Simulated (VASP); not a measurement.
A run of VASP 6.6.1 is set up as follows.

Contents of INCAR:

```
PREC     = Accurate       # precision mode
ENCUT    = 520            # plane-wave cutoff, eV
EDIFF    = 1E-6           # SCF threshold, eV
ISMEAR   = 0              # smearing method
SIGMA    = 0.1            # smearing width, eV
LREAL    = False          # projectors in reciprocal space
LASPH    = True           # aspherical terms in the spheres
NELM     = 100            # most SCF steps
ALGO     = Normal         # electronic algorithm
ISIF     = 2              # what is computed and relaxed
LWAVE    = False          # write WAVECAR
LCHARG   = True           # write CHGCAR
GGA      = PE             # functional
LELF     = True           # ELF
LVHAR    = True         
NBANDS   = 30             # bands
```

File KPOINTS:

```
Automatic mesh
0
Gamma
  4 4 4
```

Contents of POSCAR:

```
Ba3Mo
1.0
    4.9779813960      0.0000000000      0.0000000000
    0.0000000000      4.9779813960      0.0000000000
    0.0000000000      0.0000000000      4.9268146951
Ba Mo
3 1
Direct
    0.0000000000      0.5000000000      0.5000000000
    0.5000000000      0.0000000000      0.5000000000
    0.5000000000      0.5000000000      0.0000000000
    0.0000000000      0.0000000000      0.0000000000
```

Potentials or basis: VASP PAW PBE potentials, release 64 (Ba_sv, Mo_sv).

The run is started by

```sh
$ cat potpaw_PBE.64/Ba_sv/POTCAR potpaw_PBE.64/Mo_sv/POTCAR > POTCAR
$ mpirun -np 1 vasp_std > vasp.out
```

Q: Estimate the band gap on the k mesh.

A: Zero (bands 22 and 23 overlap by 1.75 eV).

Q: Predict the pressure.

A: 6.7 GPa.

Caveat: the cell stands under pressure; spin-orbit coupling is left out, which moves the levels of the heavy elements.
